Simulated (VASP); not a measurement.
# P (I4_1/amd) in VASP: notebook, part 2 of 2

VASP 6.6.1. The steps go on from the part before.

### 3 Single point, PBE (12.64 Å³/atom)

This run uses another cell than the first one, of 12.64 Å³/atom.

Input file INCAR:

```
SYSTEM = P
ALGO = Normal ; EDIFF = 1E-7
ENCUT = 520 ; GGA = PE
ISIF = 2 ; ISMEAR = -1
LASPH = .TRUE. ; LCHARG = .FALSE.
LREAL = .FALSE. ; LWAVE = .FALSE.
NBANDS = 12 ; NELM = 80
PREC = Accurate ; SIGMA = 0.1
```

Input file KPOINTS:

```
k-points
0
G
  18 18 18
  0 0 0
```

Input file POSCAR:

```
P
1.0
   -2.2990250606      2.2990250606      1.1961724176
    2.2990250606     -2.2990250606      1.1961724176
    2.2990250606      2.2990250606     -1.1961724176
P
2
Direct
   -0.3750000000     -0.1250000000     -0.2500000000
    0.3750000000      0.1250000000      0.2500000000
```

Potentials or basis: VASP PAW PBE potentials, release 64 (P).

On the command line:

```console
> cat potpaw_PBE.64/P/POTCAR > POTCAR
> mpirun -np 1 vasp_std > vasp.out
```

OUTCAR:

```text
SYSTEM = P
   EDIFF = 1E-7
   ENCUT = 520
   GGA = PE
   ISIF = 2
   ISMEAR = -1
   LASPH = .TRUE.
   LREAL = .FALSE.
   NELM = 80
   PREC = Accurate

 ion  position               nearest neighbor table
   1  0.625  0.875  0.750-   2 2.38   2 2.38   2 2.38   2 2.38   2 2.92   2 2.92   2 2.92   2 2.92

   2  0.375  0.125  0.250-   1 2.38   1 2.38   1 2.38   1 2.38   1 2.92   1 2.92   1 2.92   1 2.92

  LATTYP: Found a body centered tetragonal cell.
 ALAT       =     4.5980501212
 C/A-ratio  =     0.5202955105

  Lattice vectors:

 A1 = (  -2.2990250606,   2.2990250606,   1.1961724176)
 A2 = (   2.2990250606,  -2.2990250606,   1.1961724176)
 A3 = (   2.2990250606,   2.2990250606,  -1.1961724176)

Analysis of symmetry for initial positions (statically):
=====================================================================
 Subroutine PRICEL returns:
 Original cell was already a primitive cell.

 Routine SETGRP: Setting up the symmetry group for a
 body centered tetragonal supercell.

 Subroutine GETGRP returns: Found 16 space group operations
 (whereof  4 operations were pure point group operations)
 out of a pool of 16 trial point group operations.
[... 178 lines left out ...]
      5      12.1454      0.84663
      6      17.7809      0.00000
      7      17.7809      0.00000
      8      18.2384      0.00000
      9      19.9636      0.00000
     10      21.1147      0.00000
     11      21.1719      0.00000
     12      24.8523      0.00000
[... 331 lines left out ...]
 k-point    24 :      -0.2222    0.0556   -0.0000
  band No.  band energies     occupation
      1      -5.1175      2.00000
      2       3.5186      2.00000
      3       6.0637      2.00000
      4       9.1716      2.00000
      5      13.6458      0.00000
      6      14.4132      0.00000
      7      14.4439      0.00000
      8      16.1844      0.00000
      9      17.5470      0.00000
     10      20.6155      0.00000
     11      21.9505      0.00000
     12      23.6797      0.00000

 [... further k-points ...]

------------------------ aborting loop because EDIFF is reached ----------------------------------------

  FORCE on cell =-STRESS in cart. coord.  units (eV):
  Direction    XX          YY          ZZ          XY          YZ          ZX
  --------------------------------------------------------------------------------------
  -------------------------------------------------------------------------------------
  Total        3.4287650      3.4287650      3.4149643      0.0000000     -0.0000000      0.0000000
  in kB      217.2236558    217.2236558    216.3493374      0.0000000     -0.0000000      0.0000000
  external PRESSURE =     216.9322164 kB  Pullay stress =       0.0000000 kB

 VOLUME and BASIS-vectors are now :
 -----------------------------------------------------------------------------
  energy-cutoff  :      520.00
  volume of cell :       25.29
      direct lattice vectors                 reciprocal lattice vectors
    -2.299025061  2.299025061  1.196172418     0.000000000  0.217483493  0.417999941
     2.299025061 -2.299025061  1.196172418     0.217483493  0.000000000  0.417999941
     2.299025061  2.299025061 -1.196172418     0.217483493  0.217483493  0.000000000

 POSITION                                       TOTAL-FORCE (eV/Angst)
 -----------------------------------------------------------------------------------
      2.29903      1.14951      0.89713         0.000000     -0.000000      0.000000
      0.00000      1.14951      0.29904        -0.000000      0.000000     -0.000000
 -----------------------------------------------------------------------------------
    total drift:                               -0.000000      0.000000     -0.000000

  FREE ENERGIE OF THE ION-ELECTRON SYSTEM (eV)
  ---------------------------------------------------
  free  energy   TOTEN  =        -9.6699079849 eV

  energy  without entropy=       -9.6444512714  energy(sigma->0) =       -9.65717963
```

Run time: 3.6 min. Hardware: 1 thread of Intel Xeon 8259CL, shared host; peak memory 0.24 GiB.

What came out:

```
Free energy            : -9.6699 eV
Pressure               : 21.7 GPa
Band gap on the k mesh : zero (bands 5 and 6 overlap by 8.03 eV)
```

Levels at points of the mesh, in eV from the Fermi level:
| k point | band 1 | band 2 | band 3 | band 4 | band 5 | band 6 | band 7 | band 8 | band 9 | band 10 |
| --- | --- | --- | --- | --- | --- | --- | --- | --- | --- | --- |
| (0.00, 0.00, 0.00) | -18.26 | -7.05 | -5.96 | -5.96 | 0.03 | 5.67 | 5.67 | 6.12 | 7.85 | 9.00 |
| (0.50, 0.00, 0.00) | -11.22 | -9.98 | -5.50 | -5.19 | -4.36 | -0.51 | 1.60 | 3.14 | 6.65 | 9.35 |
| (0.50, 0.50, 0.00) | -15.02 | -15.02 | -2.88 | -2.88 | -0.82 | -0.82 | 7.23 | 7.23 | 9.52 | 9.52 |
| (0.50, 0.50, 0.50) | -12.97 | -12.97 | -10.06 | -10.06 | 5.11 | 5.11 | 9.17 | 9.17 | 12.17 | 12.17 |

Caveat: the cell stands under pressure.

### 4 Single point, PBE (13.85 Å³/atom)

This run uses another cell than the first one, of 13.85 Å³/atom.

Input file INCAR:

```
PREC = Accurate
ENCUT = 520
EDIFF = 1E-6
ISMEAR = -1
SIGMA = 0.1
LREAL = F
LASPH = T
NELM = 100
ALGO = Normal
ISIF = 2
LWAVE = F
LCHARG = F
GGA = PE
NBANDS = 12
```

Input file KPOINTS:

```
regular mesh
0
Gamma
  18 18 18
```

Input file POSCAR:

```
P
1.0
   -2.3724894850      2.3724894850      1.2302153545
    2.3724894850     -2.3724894850      1.2302153545
    2.3724894850      2.3724894850     -1.2302153545
P
2
Direct
   -0.3750000000     -0.1250000000     -0.2500000000
    0.3750000000      0.1250000000      0.2500000000
```

Potentials or basis: VASP PAW PBE potentials, release 64 (P).

On the command line:

```console
> cat potpaw_PBE.64/P/POTCAR > POTCAR
> mpirun -np 1 vasp_std > vasp.out
```

OUTCAR:

```text
PREC = Accurate
   ENCUT = 520
   EDIFF = 1E-6
   ISMEAR = -1
   LREAL = F
   LASPH = T
   NELM = 100
   ISIF = 2
   GGA = PE

 ion  position               nearest neighbor table
   1  0.625  0.875  0.750-   2 2.45   2 2.45   2 2.45   2 2.45
   2  0.375  0.125  0.250-   1 2.45   1 2.45   1 2.45   1 2.45

  LATTYP: Found a body centered tetragonal cell.
 ALAT       =     4.7449789700
 C/A-ratio  =     0.5185335329

  Lattice vectors:

 A1 = (  -2.3724894850,   2.3724894850,   1.2302153545)
 A2 = (   2.3724894850,  -2.3724894850,   1.2302153545)
 A3 = (   2.3724894850,   2.3724894850,  -1.2302153545)

Analysis of symmetry for initial positions (statically):
=====================================================================
 Subroutine PRICEL returns:
 Original cell was already a primitive cell.

 Routine SETGRP: Setting up the symmetry group for a
 body centered tetragonal supercell.

 Subroutine GETGRP returns: Found 16 space group operations
 (whereof  4 operations were pure point group operations)
 out of a pool of 16 trial point group operations.

[... 173 lines left out ...]
      2       3.4503      2.00000
      3       5.2009      2.00000
      4       5.2009      2.00000
      5      11.3284      0.00279
      6      15.7673      0.00000
      7      15.7673      0.00000
      8      16.6682      0.00000
      9      17.7918      0.00000
     10      19.1525      0.00000
     11      19.7009      0.00000
     12      22.8055      0.00000
[... 331 lines left out ...]
 k-point    24 :      -0.2222    0.0556    0.0000
  band No.  band energies     occupation
      1      -5.5674      2.00000
      2       2.2951      2.00000
      3       5.1433      2.00000
      4       7.7917      2.00000
      5      12.0871      0.00000
      6      12.9219      0.00000
      7      13.3734      0.00000
      8      14.3148      0.00000
      9      15.6547      0.00000
     10      19.1622      0.00000
     11      20.4058      0.00000
     12      21.8523      0.00000

 [... further k-points ...]

------------------------ aborting loop because EDIFF is reached ----------------------------------------

  FORCE on cell =-STRESS in cart. coord.  units (eV):
  Direction    XX          YY          ZZ          XY          YZ          ZX
  --------------------------------------------------------------------------------------
  -------------------------------------------------------------------------------------
  Total        1.5511011      1.5511011      1.5349135      0.0000000     -0.0000000     -0.0000000
  in kB       89.7224135     89.7224135     88.7860526      0.0000000     -0.0000000     -0.0000000
  external PRESSURE =      89.4102932 kB  Pullay stress =       0.0000000 kB

 VOLUME and BASIS-vectors are now :
 -----------------------------------------------------------------------------
  energy-cutoff  :      520.00
  volume of cell :       27.70
      direct lattice vectors                 reciprocal lattice vectors
    -2.372489485  2.372489485  1.230215355     0.000000000  0.210749090  0.406432905
     2.372489485 -2.372489485  1.230215355     0.210749090  0.000000000  0.406432905
     2.372489485  2.372489485 -1.230215355     0.210749090  0.210749090  0.000000000

 POSITION                                       TOTAL-FORCE (eV/Angst)
 -----------------------------------------------------------------------------------
      2.37249      1.18624      0.92266         0.000000      0.000000     -0.000000
      0.00000      1.18624      0.30755        -0.000000     -0.000000      0.000000
 -----------------------------------------------------------------------------------
    total drift:                               -0.000000      0.000000     -0.000000

  FREE ENERGIE OF THE ION-ELECTRON SYSTEM (eV)
  ---------------------------------------------------
  free  energy   TOTEN  =        -9.8958072488 eV

  energy  without entropy=       -9.8706226149  energy(sigma->0) =       -9.88321493
```

Wall time 4 min (1 thread of Intel Xeon 8259CL, shared host); peak memory 0.24 GiB.

What came out:

```yaml
Free_energy: -9.8958 eV
Pressure: 8.9 GPa
Band_gap_on_the_k_mesh: zero (bands 5 and 6 overlap by 7.93 eV)
```

Caveat: the cell stands under pressure.

### 5 The runs side by side

| cell | gap on the mesh (eV) | pressure (GPa) |
| --- | --- | --- |
| a = 3.347 Å, angles 96.9, 96.9, 139.4°, 2 atoms | none | 40.0 |
| a = 3.464 Å, angles 96.8, 96.8, 139.6°, 2 atoms | none | 21.7 |
| a = 3.574 Å, angles 96.8, 96.8, 139.7°, 2 atoms | none | 8.9 |

Alike in all rows: task single point; level PBE; potentials or basis VASP PAW PBE potentials, release 64 (P); no spin polarisation; k mesh 18 × 18 × 18; cutoff (eV) 520; smearing fermi-dirac 0.1 eV.

Caveats: the cell stands under pressure.

Absolute energies hang on the potentials; compare differences alone.
